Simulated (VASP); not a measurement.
# W in VASP: single point with PBEsol

Aim: the single point of W with PBEsol.

Everything below comes from runs of VASP 6.6.1. Logs are shortened: lines on timing, memory, paths and dates and some standing lists are left out, and cuts for length are marked.

## 1. The cell of the first run

The cell holds a slab with vacuum, 9 atoms: a = 4.461 Å, b = 4.461 Å, c = 24.285 Å, α = 90.00°, β = 90.00°, γ = 120.00°.

## 2. Single point, PBEsol

Input file INCAR:

```
SYSTEM = W
PREC = Accurate ; ENCUT = 520
EDIFF = 1E-7 ; ISMEAR = 0
SIGMA = 0.1 ; LREAL = .False.
LASPH = .True. ; NELM = 80
ALGO = Normal ; ISIF = 2
LWAVE = .False. ; LCHARG = .True.
LDIPOL = .True. ; IDIPOL = 3
DIPOL = 0.5 0.5 0.499 ; GGA = PS
LELF = .True. ; LVHAR = .True.
LVACPOTAV = .True. ; NBANDS = 73
```

Input file KPOINTS:

```
Automatic mesh
0
Gamma
  9 9 1
  0 0 0
```

Input file POSCAR:

```
W
1.0
    4.4609390841      0.0000000000      0.0000000000
   -2.2304695421      3.8632865716      0.0000000000
    0.0000000000      0.0000000000     24.2846830198
W
9
Direct
    0.6666666667      0.3333333333      0.3500148630
    0.3333333333      0.6666666667      0.3875111472
    0.0000000000      0.0000000000      0.4250074315
    0.6666666667      0.3333333333      0.4625037157
    0.3333333333      0.6666666667      0.5004439093
    0.0000000000      0.0000000000      0.5371968775
    0.6666666667      0.3333333333      0.5800915337
    0.3333333333      0.6666666667      0.6095631733
    0.0000000000      0.0000000000      0.6392106110
```

Potentials or basis: VASP PAW PBE potentials, release 64 (W_sv).

On the command line:

```bash
> cat potpaw_PBE.64/W_sv/POTCAR > POTCAR
> mpirun -np 1 vasp_std > vasp.out
```

OUTCAR:

```text
SYSTEM = W
   PREC = Accurate
   ENCUT = 520
   EDIFF = 1E-7
   ISMEAR = 0
   LREAL = .False.
   LASPH = .True.
   NELM = 80
   ISIF = 2
   GGA = PS

 ion  position               nearest neighbor table
   1  0.667  0.333  0.350-   4 2.73   2 2.73   2 2.73   2 2.73   3 3.15   3 3.15   3 3.15
   2  0.333  0.667  0.388-   1 2.73   1 2.73   1 2.73   3 2.73   3 2.73   3 2.73   5 2.74   4 3.15
                             4 3.15   4 3.15
   3  0.000  0.000  0.425-   6 2.72   4 2.73   4 2.73   4 2.73   2 2.73   2 2.73   2 2.73   1 3.15
                             1 3.15   1 3.15   5 3.16   5 3.16   5 3.16
   4  0.667  0.333  0.463-   1 2.73   3 2.73   3 2.73   3 2.73   5 2.74   5 2.74   5 2.74   7 2.86
                             6 3.15   6 3.15   6 3.15   2 3.15   2 3.15   2 3.15
   5  0.333  0.667  0.500-   8 2.65   6 2.73   6 2.73   6 2.73   4 2.74   4 2.74   4 2.74   2 2.74
                             3 3.16   3 3.16   3 3.16   7 3.22   7 3.22   7 3.22
   6  0.000  0.000  0.537-   9 2.48   3 2.72   5 2.73   5 2.73   5 2.73   7 2.78   7 2.78   7 2.78
                             8 3.12   8 3.12   8 3.12   4 3.15   4 3.15   4 3.15
   7  0.667  0.333  0.580-   8 2.67   8 2.67   8 2.67   6 2.78   6 2.78   6 2.78   4 2.86   9 2.95
                             9 2.95   9 2.95   5 3.22   5 3.22   5 3.22
   8  0.333  0.667  0.610-   5 2.65   7 2.67   7 2.67   7 2.67   9 2.67   9 2.67   9 2.67   6 3.12
                             6 3.12   6 3.12
   9  0.000  0.000  0.639-   6 2.48   8 2.67   8 2.67   8 2.67   7 2.95   7 2.95   7 2.95

  LATTYP: Found a hexagonal cell.
 ALAT       =     4.4609390841
 C/A-ratio  =     5.4438499522

  Lattice vectors:

 A1 = (   4.4609390841,   0.0000000000,   0.0000000000)
 A2 = (  -2.2304695421,   3.8632865716,   0.0000000000)
 A3 = (   0.0000000000,   0.0000000000,  24.2846830198)

Analysis of symmetry for initial positions (statically):
=====================================================================
 Subroutine PRICEL returns:
 Original cell was already a primitive cell.

 Routine SETGRP: Setting up the symmetry group for a
 hexagonal supercell.

 Subroutine GETGRP returns: Found  6 space group operations
 (whereof  6 operations were pure point group operations)
 out of a pool of 24 trial point group operations.

The static configuration has the point symmetry C_3v.

Analysis of symmetry for dynamics (positions and initial velocities):
=====================================================================
 Subroutine PRICEL returns:
 Original cell was already a primitive cell.

 Routine SETGRP: Setting up the symmetry group for a
 hexagonal supercell.

 Subroutine GETGRP returns: Found  6 space group operations
 (whereof  6 operations were pure point group operations)
 out of a pool of 24 trial point group operations.

The dynamic configuration has the point symmetry C_3v.

 Subroutine INISYM returns: Found  6 space group operations
 (whereof  6 operations are pure point group operations),
 and found     1 'primitive' translations

----------------------------------------------------------------------------------------

                                     Primitive cell

  volume of cell :     418.5195

  direct lattice vectors                    reciprocal lattice vectors
     4.460939084  0.000000000  0.000000000     0.224168046  0.129423482  0.000000000
    -2.230469542  3.863286572  0.000000000     0.000000000  0.258846964  0.000000000
     0.000000000  0.000000000 24.284683020     0.000000000  0.000000000  0.041178219

  length of vectors
     4.460939084  4.460939084 24.284683020     0.258846964  0.258846964  0.041178219

  position of ions in fractional coordinates (direct lattice)
     0.666666667  0.333333333  0.350014863
     0.333333333  0.666666667  0.387511147
     0.000000000  0.000000000  0.425007431
     0.666666667  0.333333333  0.462503716
     0.333333333  0.666666667  0.500443909
     0.000000000  0.000000000  0.537196878
     0.666666667  0.333333333  0.580091534
     0.333333333  0.666666667  0.609563173
     0.000000000  0.000000000  0.639210611

  ion indices of the primitive-cell ions
   primitive index   ion index
                 1           1
                 2           2
                 3           3
                 4           4
                 5           5
                 6           6
                 7           7
                 8           8
                 9           9

----------------------------------------------------------------------------------------

 KPOINTS: Automatic mesh

Automatic generation of k-mesh.
 Grid dimensions read from file:
 generate k-points for:    9    9    1

 Generating k-lattice:

  Cartesian coordinates                     Fractional coordinates (reciprocal lattice)
     0.024907561  0.014380387  0.000000000     0.111111111 -0.000000000  0.000000000
     0.000000000  0.028760774  0.000000000     0.000000000  0.111111111  0.000000000
     0.000000000  0.000000000  0.041178219     0.000000000  0.000000000  1.000000000

  Length of vectors
     0.028760774  0.028760774  0.041178219

  Shift w.r.t. Gamma in fractional coordinates (k-lattice)
     0.000000000  0.000000000  0.000000000

 Subroutine IBZKPT returns following result:
 ===========================================

 Found     12 irreducible k-points:

 Following reciprocal coordinates:
            Coordinates               Weight
  0.000000  0.000000  0.000000      1.000000
  0.111111 -0.000000  0.000000      6.000000
  0.222222 -0.000000  0.000000      6.000000
  0.333333 -0.000000  0.000000      6.000000
  0.444444 -0.000000  0.000000      6.000000
  0.111111  0.111111  0.000000      6.000000
  0.222222  0.111111  0.000000     12.000000
  0.333333  0.111111  0.000000     12.000000
  0.444444  0.111111  0.000000      6.000000
  0.222222  0.222222  0.000000      6.000000
  0.333333  0.222222  0.000000     12.000000
  0.333333  0.333333  0.000000      2.000000
   k-points           NKPTS =     12   k-points in BZ     NKDIM =     12   number of bands    NBANDS=     73
   number of dos      NEDOS =    301   number of ions     NIONS =      9
   total plane-waves  NPLWV = 248832
   dimension x,y,z NGX =    36 NGY =   36 NGZ =  192
   dimension x,y,z NGXF=    72 NGYF=   72 NGZF=  384
   ions per type =               9
   NGX,Y,Z   is equivalent  to a cutoff of  13.42, 13.42, 13.14 a.u.
   NGXF,Y,Z  is equivalent  to a cutoff of  26.83, 26.83, 26.29 a.u.
 SYSTEM =  W
   PREC   = accura    normal or accurate (medium, high low for compatibility)
   ISTART =      0    job   : 0-new  1-cont  2-samecut
   ICHARG =      2    charge: 1-file 2-atom 10-const
   ISPIN  =      1    spin polarized calculation?
   LNONCOLLINEAR =      F non collinear calculations
   LSORBIT =      F    spin-orbit coupling
   LASPH  =      T    aspherical Exc in radial PAW
   ENCUT  =  520.0 eV  38.22 Ry    6.18 a.u.   8.29  8.29 45.15*2*pi/ulx,y,z
   NELM   =     80;   NELMIN=  2; NELMDL= -5     # of ELM steps
   EDIFF  = 0.1E-06   stopping-criterion for ELM
   LREAL  =      F    real-space projection
   EDIFFG = 0.1E-05   stopping-criterion for IOM
   NSW    =      0    number of steps for IOM
   IBRION =     -1    ionic relax: 0-MD 1-quasi-New 2-CG
   NFREE  =      0    steps in history (QN), initial steepest desc. (CG)
   ISIF   =      2    stress and relaxation
   ISYM   =      2    0-nonsym 1-usesym 2-fastsym
   POTIM  = 0.5000    time-step for ionic-motion
   TEBEG  =    0.0;   TEEND  =   0.0 temperature during run
   PSTRESS=    0.0 pullay stress
   NELECT =     126.0000    total number of electrons
   NUPDOWN=      -1.0000    fix difference up-down
   EMIN   =  10.00;   EMAX   =-10.00  energy-range for DOS
   EFERMI =   0.00;   METHOD = LEGACY
   ISMEAR =     0;   SIGMA  =   0.10  broadening in eV -4-tet -1-fermi 0-gaus
   EFERMI_NEDOS =   21; number of points for ismear=-14 and -15
   IALGO  =     38    algorithm
   IMIX   =      4    mixing-type and parameters
     AMIX     =   0.40;   BMIX     =  1.00
     AMIX_MAG =   1.60;   BMIX_MAG =  1.00
  volume/ion in A,a.u.               =      46.50       313.81
  Fermi-wavevector in a.u.,A,eV,Ry     =   1.097219  2.073442 16.379897  1.203888
  Thomas-Fermi vector in A             =   2.233575
   LORBIT       =      0    0 simple, 1 ext, 2 COOP (PROOUT), +10 PAW based schemes
   GGA     = PS    functional components
   LHFCALC =     F    Hartree Fock is set to
   AEXX    =    0.0000 exact exchange contribution
   IVDW    =     0    specifies the selected vdW correction
   LEPSILON=     F    determine dielectric tensor
   LRPA    =     F    only Hartree local field effects (RPA)
 non-spin polarized calculation
 Gauss-broadening in eV      SIGMA  =   0.10
  energy-cutoff  :      520.00
  volume of cell :      418.52
 maximum number of plane-waves:     11301
 NGX is ok and might be reduce to    36
   NGX = 17   NGY = 17   NGZ = 91

 dipolmoment           0.000000      0.000000     -0.024989 electrons x Angstroem

 number of electron     126.0000009 magnetization

 dipolmoment           0.000000      0.000000      0.010826 electrons x Angstroem

 Free energy of the ion-electron system (eV)
  ---------------------------------------------------
  ext. energy  EPLUGINS =         0.00000000
  ---------------------------------------------------
  free energy    TOTEN  =      -115.27333978 eV

  energy without entropy =     -115.24238231  energy(sigma->0) =     -115.25786105

 E-fermi :   1.0920     XC(G=0):  -5.6284

 val. band max:        1.0690434019   @ k =   0.2222   0.2222   0.0000
 cond. band min:       1.0975140110   @ k =   0.4444  -0.0000   0.0000
 fundamental gap:      0.0284706091
 Fermi energy:         1.0920142401

 k-point     1 :       0.0000    0.0000    0.0000
  band No.  band energies     occupation
      1     -72.9650      2.00000
      2     -72.9158      2.00000
      3     -72.8858      2.00000
      4     -72.8855      2.00000
      5     -72.7723      2.00000
      6     -72.7348      2.00000
[... 65 lines left out ...]
     72       3.4324      0.00000
     73       3.4324      0.00000

 k-point     2 :       0.1111   -0.0000    0.0000
  band No.  band energies     occupation
      1     -72.9612      2.00000
      2     -72.9141      2.00000
      3     -72.8858      2.00000
      4     -72.8849      2.00000
      5     -72.7742      2.00000
      6     -72.7365      2.00000
[... 65 lines left out ...]
     72       3.4642      0.00000
     73       3.5900      0.00000

 k-point     3 :       0.2222   -0.0000    0.0000
  band No.  band energies     occupation
      1     -72.9511      2.00000
      2     -72.9098      2.00000
      3     -72.8859      2.00000
      4     -72.8835      2.00000
      5     -72.7791      2.00000
      6     -72.7409      2.00000
[... 673 lines left out ...]
     72       2.8961      0.00000
     73       3.0153      0.00000

 k-point    12 :       0.3333    0.3333    0.0000
  band No.  band energies     occupation
      1     -72.9239      2.00000
      2     -72.8977      2.00000
      3     -72.8864      2.00000
      4     -72.8792      2.00000
      5     -72.7948      2.00000
      6     -72.7525      2.00000
[... 65 lines left out ...]
     72       2.4507      0.00000
     73       2.9099      0.00000

------------------------ aborting loop because EDIFF is reached ----------------------------------------

  FORCE on cell =-STRESS in cart. coord.  units (eV):
  Direction    XX          YY          ZZ          XY          YZ          ZX
  --------------------------------------------------------------------------------------
  -------------------------------------------------------------------------------------
  Total       -9.5831898     -9.5831898     -5.3042415      0.0000000      0.0000000      0.0000000
  in kB      -36.6863930    -36.6863930    -20.3057118      0.0000000      0.0000000      0.0000000
  external PRESSURE =     -31.2261660 kB  Pullay stress =       0.0000000 kB

 VOLUME and BASIS-vectors are now :
 -----------------------------------------------------------------------------
  energy-cutoff  :      520.00
  volume of cell :      418.52
      direct lattice vectors                 reciprocal lattice vectors
     4.460939084  0.000000000  0.000000000     0.224168046  0.129423482  0.000000000
    -2.230469542  3.863286572  0.000000000     0.000000000  0.258846964  0.000000000
     0.000000000  0.000000000 24.284683020     0.000000000  0.000000000  0.041178219

 POSITION                                       TOTAL-FORCE (eV/Angst)
 -----------------------------------------------------------------------------------
      2.23047      1.28776      8.50000        -0.000000      0.000000      2.615808
     -0.00000      2.57552      9.41059         0.000000      0.000000     -0.255152
      0.00000      0.00000     10.32117        -0.000000      0.000000     -1.162842
      2.23047      1.28776     11.23176        -0.000000      0.000000     -1.281104
     -0.00000      2.57552     12.15312         0.000000     -0.000000     -0.004135
      0.00000      0.00000     13.04566        -0.000000      0.000000     -0.029568
      2.23047      1.28776     14.08734         0.000000      0.000000      0.003668
     -0.00000      2.57552     14.80305         0.000000      0.000000      0.027516
      0.00000      0.00000     15.52303        -0.000000      0.000000      0.085807
 -----------------------------------------------------------------------------------
    total drift:                                0.000000      0.000000      0.000488

  FREE ENERGIE OF THE ION-ELECTRON SYSTEM (eV)
  ---------------------------------------------------
  free  energy   TOTEN  =      -115.2733397831 eV

  energy  without entropy=     -115.2423823101  energy(sigma->0) =     -115.25786105

 vacuum level on the upper side and lower side of the slab         5.302         5.189
```

It took 14 min on 1 thread of Intel Xeon Platinum 8488C (Sapphire Rapids), shared host; peak memory 0.67 GiB.

Results:

* Free energy: -115.2733 eV
* Largest force: 2.616 eV/Å
* Band gap on the k mesh: zero (bands 63 and 64 overlap by 0.08 eV)

Forces in eV/Å, atoms in the order of the input:
```
W    0.000  0.000  2.616
W    0.000  0.000 -0.255
W    0.000  0.000 -1.163
W    0.000  0.000 -1.281
W    0.000  0.000 -0.004
W    0.000  0.000 -0.030
W    0.000  0.000  0.004
W    0.000  0.000  0.028
W    0.000  0.000  0.086
```

Levels at points of the mesh, in eV from the Fermi level:
| k point | band 61 | band 62 | band 63 | band 64 | band 65 | band 66 |
| --- | --- | --- | --- | --- | --- | --- |
| (0.00, 0.00, 0.00) | -0.98 | -0.98 | -0.58 | 0.21 | 0.68 | 1.60 |

Caveat: the PAW data sets were made with another functional, which shifts forces and pressure a little; spin-orbit coupling is left out, which moves the levels of the heavy elements.

The gap in the log of VASP goes by the Fermi energy; the results here count the filled bands.